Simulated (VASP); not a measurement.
Runs of VASP 6.6.1 on Si. The structure is that of space group Fd-3m (No. 227), or close to it. The cells are those of the table. 

```csv
task,cell,k mesh,cutoff (eV),smearing,gap on the mesh (eV),pressure (GPa),relaxed volume (Å³/atom)
single point,"a = 3.820 Å, angles 60.0°, 2 atoms",12 × 12 × 12,520,gaussian 0.01 eV,0.44,0.1,-
relaxation of cell and atoms,"relaxed from a = 3.820 Å, angles 60.0°, 2 atoms",10 × 10 × 10,600,gaussian 0.02 eV,0.45,0.0,19.72
single point,"a = 3.820 Å, angles 60.0°, 2 atoms",8 × 8 × 8,520,gaussian 0.02 eV,(a),0.1,-
single point,"a = 3.820 Å, angles 60.0°, 2 atoms",10 × 10 × 10,520,gaussian 0.02 eV,0.45,0.1,-
relaxation of cell and atoms,"relaxed from a = 3.820 Å, angles 60.0°, 2 atoms",12 × 12 × 12,600,gaussian 0.01 eV,0.44,0.0,19.72
single point,"a = 3.845 Å, angles 60.0°, 2 atoms",6 × 6 × 6,520,gaussian 0.1 eV,0.60,-1.7,-
```

Alike in all rows: level LDA; potentials or basis VASP PAW LDA potentials, release 64 (Si); no spin polarisation.

Problem. Fill in the values left out.

Solution. (a) 0.49.

A k mesh can miss the band edges.
